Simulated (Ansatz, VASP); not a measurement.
## B2P in VASP and in Ansatz

```xyz
3
Lattice="1.5117 -3.3192 0.0000 1.5117 3.3192 0.0000 0.0000 0.0000 3.1637" Properties=species:S:1:pos:R:3 pbc="T T T"
B     1.5117    2.0318    0.0000
B     1.5117   -2.0318    0.0000
P     0.0000    0.0000    1.5819
```

Alike in both runs: functional PBE; k mesh 16 × 16 × 14; occupations gaussian, width 0.1 eV; no spin polarisation.

Ansatz relaxed the structure, and its values are those at the end. VASP's run is a single point on that final structure, the one shown.

|  | VASP | Ansatz |
| --- | --- | --- |
| version | VASP 6.6.1 | Ansatz 0.2.0 |
| potentials or method | VASP PAW PBE potentials, release 64 (B, P), cutoff 520 eV | scalar-relativistic, plane waves, PAW |
| valence electrons in the cell | 11 | 11 |

```tsv
	VASP	Ansatz	Ansatz less VASP
gap on the k mesh at the Fermi level (eV)	none	none	-
pressure (GPa)	-0.1	0.0	+0.11
rms of the force components (eV/Å)	0.005	0.000	-0.0047
```

A gap of «none» marks a metal or a gap that the smearing closes.
